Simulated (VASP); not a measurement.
# SnSe (P1) in VASP: single point with PBE

Aim: the single point of SnSe with PBE.

Program: VASP 6.6.1. These are calculated values, not measurements. Logs are shortened: lines on timing, memory, paths and dates and some standing lists are left out, and cuts for length are marked.

## (1) The cell of the first run

The typed cell holds 16 atoms: a = 9.515 Å, b = 9.515 Å, c = 9.515 Å, α = 60.00°, β = 60.00°, γ = 60.00°.

## (2) Single point, PBE

INCAR reads:

```
PREC = Accurate ; ENCUT = 520
EDIFF = 1E-7 ; ISMEAR = -1
SIGMA = 0.19 ; LREAL = Auto
LASPH = T ; NELM = 60
ALGO = Normal ; ISIF = 2
LWAVE = F ; LCHARG = T
GGA = PE ; LELF = T
LVHAR = T ; NBANDS = 94
```

KPOINTS reads:

```
Automatic mesh
0
Gamma
  2 2 2
```

POSCAR reads:

```
SnSe
1.0
    0.0000000000      6.7279685745      6.7279685745
    6.7279685745      0.0000000000      6.7279685745
    6.7279685745      6.7279685745      0.0000000000
Sn Se
8 8
Direct
   -0.0173170399     -0.0213708638      0.0298911176
   -0.0052495786     -0.0050600712      0.5125518887
    0.0353793270      0.4702899493      0.0123029707
    0.0100301449      0.4973351856      0.5264794954
    0.4950315928      0.0217126460     -0.0279322054
    0.5023977836     -0.0077952950      0.5124557973
    0.4962204361      0.5095483818      0.0084778190
    0.5026626481      0.4815412653      0.4924512449
    0.1171873042      0.1285748425      0.1641945095
    0.1032770133      0.1234406033      0.5892626364
    0.1177707641      0.6317327367      0.0885412875
    0.1029190301      0.6444266129      0.6117874890
    0.6077613108      0.1712913768      0.1193773412
    0.6598041371      0.1050060642      0.6324753829
    0.6452716674      0.6294392510      0.0700550983
    0.6172140155      0.6469595468      0.6240749274
```

Potentials or basis: VASP PAW PBE potentials, release 64 (Sn_d, Se).

Run with:

```console
$ cat potpaw_PBE.64/Sn_d/POTCAR potpaw_PBE.64/Se/POTCAR > POTCAR
$ mpirun -np 1 vasp_std > vasp.out
```

OUTCAR:

```text
PREC = Accurate
   ENCUT = 520
   EDIFF = 1E-7
   ISMEAR = -1
   LREAL = Auto
   LASPH = T
   NELM = 60
   ISIF = 2
   GGA = PE

 ion  position               nearest neighbor table
   1  0.983  0.979  0.030-  11 2.74  13 2.97   9 3.25
   2  0.995  0.995  0.513-  10 2.45  14 2.60   9 2.71  12 2.73
   3  0.035  0.470  0.012-  11 2.53   9 2.68  15 3.09  12 3.16
   4  0.010  0.497  0.526-  12 2.55  10 3.01  16 3.06
   5  0.495  0.022  0.972-  14 2.67   9 2.99  15 3.06  13 3.19
   6  0.502  0.992  0.512-  16 2.68  14 3.04  13 3.08  10 3.15
   7  0.496  0.510  0.008-  15 2.60  13 2.63  11 2.98  16 2.99
   8  0.503  0.482  0.492-  14 2.95  12 3.12  16 3.21
   9  0.117  0.129  0.164-   3 2.68   2 2.71   5 2.99   1 3.25
  10  0.103  0.123  0.589-   2 2.45   4 3.01   6 3.15
  11  0.118  0.632  0.089-   3 2.53   1 2.74   7 2.98
  12  0.103  0.644  0.612-   4 2.55   2 2.73   8 3.12   3 3.16
  13  0.608  0.171  0.119-   7 2.63   1 2.97   6 3.08   5 3.19
  14  0.660  0.105  0.632-   2 2.60   5 2.67   8 2.95   6 3.04
  15  0.645  0.629  0.070-   7 2.60   5 3.06   3 3.09
  16  0.617  0.647  0.624-   6 2.68   7 2.99   4 3.06   8 3.21

  LATTYP: Found a face centered cubic cell.
 ALAT       =    13.4559371490

  Lattice vectors:

 A1 = (   0.0000000000,   6.7279685745,   6.7279685745)
 A2 = (   6.7279685745,   0.0000000000,   6.7279685745)
 A3 = (   6.7279685745,   6.7279685745,   0.0000000000)

Analysis of symmetry for initial positions (statically):
=====================================================================
 Subroutine PRICEL returns:
 Original cell was already a primitive cell.

 Routine SETGRP: Setting up the symmetry group for a
 face centered cubic supercell.

 Subroutine GETGRP returns: Found  1 space group operations
 (whereof  1 operations were pure point group operations)
 out of a pool of 48 trial point group operations.

The static configuration has the point symmetry C_1 .

Analysis of symmetry for dynamics (positions and initial velocities):
=====================================================================
 Subroutine PRICEL returns:
 Original cell was already a primitive cell.

 Routine SETGRP: Setting up the symmetry group for a
 face centered cubic supercell.

 Subroutine GETGRP returns: Found  1 space group operations
 (whereof  1 operations were pure point group operations)
 out of a pool of 48 trial point group operations.

The dynamic configuration has the point symmetry C_1 .

[... 112 lines left out ...]
   NSW    =      0    number of steps for IOM
   IBRION =     -1    ionic relax: 0-MD 1-quasi-New 2-CG
   NFREE  =      0    steps in history (QN), initial steepest desc. (CG)
   ISIF   =      2    stress and relaxation
   ISYM   =      2    0-nonsym 1-usesym 2-fastsym
   POTIM  = 0.5000    time-step for ionic-motion
   TEBEG  =    0.0;   TEEND  =   0.0 temperature during run
   PSTRESS=    0.0 pullay stress
   NELECT =     160.0000    total number of electrons
   NUPDOWN=      -1.0000    fix difference up-down
   EMIN   =  10.00;   EMAX   =-10.00  energy-range for DOS
   EFERMI =   0.00;   METHOD = LEGACY
   ISMEAR =    -1;   SIGMA  =   0.19  broadening in eV -4-tet -1-fermi 0-gaus
   EFERMI_NEDOS =   21; number of points for ismear=-14 and -15
   IALGO  =     38    algorithm
   IMIX   =      4    mixing-type and parameters
     AMIX     =   0.40;   BMIX     =  1.00
     AMIX_MAG =   1.60;   BMIX_MAG =  1.00
  volume/ion in A,a.u.               =      38.07       256.90
  Fermi-wavevector in a.u.,A,eV,Ry     =   1.048466  1.981313 14.956615  1.099280
  Thomas-Fermi vector in A             =   2.183388
   LORBIT       =      0    0 simple, 1 ext, 2 COOP (PROOUT), +10 PAW based schemes
   GGA     = PE    functional components
   LHFCALC =     F    Hartree Fock is set to
   AEXX    =    0.0000 exact exchange contribution
   IVDW    =     0    specifies the selected vdW correction
   LEPSILON=     F    determine dielectric tensor
   LRPA    =     F    only Hartree local field effects (RPA)
 non-spin polarized calculation
  energy-cutoff  :      520.00
  volume of cell :      609.09
 maximum number of plane-waves:     16438
 NGX is ok and might be reduce to    72
   NGX = 35   NGY = 35   NGZ = 35

 number of electron     160.0000000 magnetization

 Free energy of the ion-electron system (eV)
  ---------------------------------------------------
  ext. energy  EPLUGINS =         0.00000000
  ---------------------------------------------------
  free energy    TOTEN  =       -60.17936045 eV

  energy without entropy =      -59.55481196  energy(sigma->0) =      -59.86708620

 E-fermi :   3.1012     XC(G=0):  -7.8680

 val. band max:        2.9163664368   @ k =   0.5000   0.5000   0.0000
 cond. band min:       3.1175942595   @ k =   0.0000   0.0000   0.0000
 fundamental gap:      0.2012278228
 Fermi energy:         3.1011632516

 k-point     1 :       0.0000    0.0000    0.0000
  band No.  band energies     occupation
      1     -19.2023      2.00000
      2     -19.2013      2.00000
      3     -19.1923      2.00000
      4     -19.1834      2.00000
      5     -19.1803      2.00000
      6     -18.9958      2.00000
[... 749 lines left out ...]
     91       4.9560      0.00012
     92       5.0910      0.00006
 [bands above 92 left out]

------------------------ aborting loop because EDIFF is reached ----------------------------------------

  FORCE on cell =-STRESS in cart. coord.  units (eV):
  Direction    XX          YY          ZZ          XY          YZ          ZX
  --------------------------------------------------------------------------------------
  -------------------------------------------------------------------------------------
  Total        5.1961139      3.9003014      6.6658588      0.7851447      2.2219190      5.6142306
  in kB       13.6680760     10.2595165     17.5341547      2.0652776      5.8446289     14.7679078
  external PRESSURE =      13.8205824 kB  Pullay stress =       0.0000000 kB

 VOLUME and BASIS-vectors are now :
 -----------------------------------------------------------------------------
  energy-cutoff  :      520.00
  volume of cell :      609.09
      direct lattice vectors                 reciprocal lattice vectors
     0.000000000  6.727968575  6.727968575    -0.074316637  0.074316637  0.074316637
     6.727968575  0.000000000  6.727968575     0.074316637 -0.074316637  0.074316637
     6.727968575  6.727968575  0.000000000     0.074316637  0.074316637 -0.074316637

 POSITION                                       TOTAL-FORCE (eV/Angst)
 -----------------------------------------------------------------------------------
      6.78529      6.81257     13.19565         0.202245     -0.442090      0.522743
     10.14236     10.14108     13.38657        -1.205192     -0.421465     -0.234860
      3.24687      0.32081      3.40213        -0.585020     -1.427499     -0.500827
      6.88819      3.60962      3.41354        -0.767350     -1.165286     -0.683587
      6.68612      9.87060      3.47664         0.554875      0.832317     -0.463588
     10.12331      6.82790     10.05564         0.311629     -0.567580      0.133003
[... 8 lines left out ...]
      4.70618      4.81270      8.57622         0.772195      0.788823      0.458669
      8.55148      8.35135      8.50532        -0.599338      0.226050     -0.331128
 -----------------------------------------------------------------------------------
    total drift:                                0.018214      0.013807     -0.032944

  FREE ENERGIE OF THE ION-ELECTRON SYSTEM (eV)
  ---------------------------------------------------
  free  energy   TOTEN  =       -60.1793604454 eV

  energy  without entropy=      -59.5548119598  energy(sigma->0) =      -59.86708620
```

stdout:

```text
POSCAR found type information on POSCAR SnSe
 POSCAR found :  2 types and      16 ions
 scaLAPACK will be used
 LDA part: xc-table for (Slater+PW92), standard interpolation
 POSCAR, INCAR and KPOINTS ok, starting setup
 FFT: planning ... GRIDC
 FFT: planning ... GRID_SOFT
 FFT: planning ... GRID
 WAVECAR not read
 entering main loop
```

It took 20 min on 1 thread of Intel Xeon Platinum 8375C at 2.90GHz (Ice Lake), shared host; peak memory 0.85 GiB.

Results:

- Free energy: -60.1794 eV
- Pressure: 1.4 GPa
- Largest force: 2.042 eV/Å
- Band gap on the k mesh: zero (bands 80 and 81 overlap by 0.48 eV)

Forces on the atoms (eV/Å):
```
Sn   0.202 -0.442  0.523
Sn  -1.205 -0.421 -0.235
Sn  -0.585 -1.427 -0.501
Sn  -0.767 -1.165 -0.684
Sn   0.555  0.832 -0.464
Sn   0.312 -0.568  0.133
Sn  -0.105 -0.895  0.113
Sn   0.177 -0.161  0.256
Se  -0.530  0.095 -0.575
Se   1.070  1.553  0.782
Se   1.147  0.831  0.432
Se   0.189  1.209  0.722
Se  -0.851  0.646 -0.642
Se   0.220 -1.101  0.012
Se   0.772  0.789  0.459
Se  -0.599  0.226 -0.331
```

Stress tensor (GPa, compression positive):
```
1.37 0.21 1.48
0.21 1.03 0.58
1.48 0.58 1.75
```

Levels at points of the mesh, in eV from the Fermi level:
```
           k point  band 77  band 78  band 79  band 80  band 81  band 82  band 83  band 84
(0.00, 0.00, 0.00)    -1.92    -1.58    -0.91    -0.43    -0.34     0.02     0.16     1.07
(0.50, 0.00, 0.00)    -1.05    -0.88    -0.47    -0.30     0.51     0.64     0.71     0.81
(0.00, 0.50, 0.00)    -1.24    -0.92    -0.39    -0.23     0.51     0.61     0.80     0.88
(0.00, 0.00, 0.50)    -1.25    -0.86    -0.63    -0.41     0.45     0.57     0.77     0.86
(0.50, 0.50, 0.50)    -0.97    -0.90    -0.55    -0.44     0.61     0.69     0.88     0.93
(0.50, 0.50, 0.00)    -1.13    -0.60    -0.31    -0.18     0.29     0.54     0.97     1.12
(0.00, 0.50, 0.50)    -1.06    -0.88    -0.67     0.14     0.23     0.53     1.00     1.10
(0.50, 0.00, 0.50)    -0.99    -0.66    -0.44     0.10     0.33     0.44     0.90     1.08
```

Caveat: the k points lie up to 0.40 Å⁻¹ apart; the structure was generated, so it needn't be the stable form of SnSe; semilocal functionals underestimate gaps, and a narrow one can read as zero; spin-orbit coupling is left out, which moves the levels of the heavy elements; forces of over 1 eV/Å act on the atoms, so gaps and moduli don't describe the material at rest.

The gap in the log of VASP goes by the Fermi energy; the results here count the filled bands.